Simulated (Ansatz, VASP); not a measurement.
BiTe: VASP beside Ansatz

```xyz
2
Lattice="2.4227 1.3988 3.3173 -2.4227 1.3988 3.3173 0.0000 -2.7975 3.3173" Properties=species:S:1:pos:R:3 pbc="T T T"
Bi    0.0000    0.0000    4.9759
Te    0.0000    0.0000    0.0000
```

Alike in both runs: task relaxation of cell and atoms; functional PBE; k mesh 12 × 12 × 12; occupations gaussian, width 0.1 eV; no spin polarisation.

|  | VASP | Ansatz |
| --- | --- | --- |
| version | VASP 6.6.1 | Ansatz 0.2.0 |
| potentials or method | VASP PAW PBE potentials, release 64 (Bi_d, Te), cutoff 600 eV | scalar-relativistic, plane waves, PAW |
| valence electrons in the cell | 21 | 31 |

|  | VASP | Ansatz | Ansatz less VASP |
| --- | --- | --- | --- |
| gap on the k mesh at the Fermi level, each at its own relaxed structure (eV) | none | none | - |
| relaxed volume (Å³/atom) | 33.67 | 33.67 | +0.004 |
| relaxed cell length with the largest relative difference (Å) | 4.337 | 4.336 | -0.0007 |

A gap of «none» marks a metal or a gap that the smearing closes. VASP's potentials hold 21 valence electrons a cell and Ansatz's 31, so a difference there can come from the potentials and not from the codes.

Neither program's run includes spin-orbit coupling.
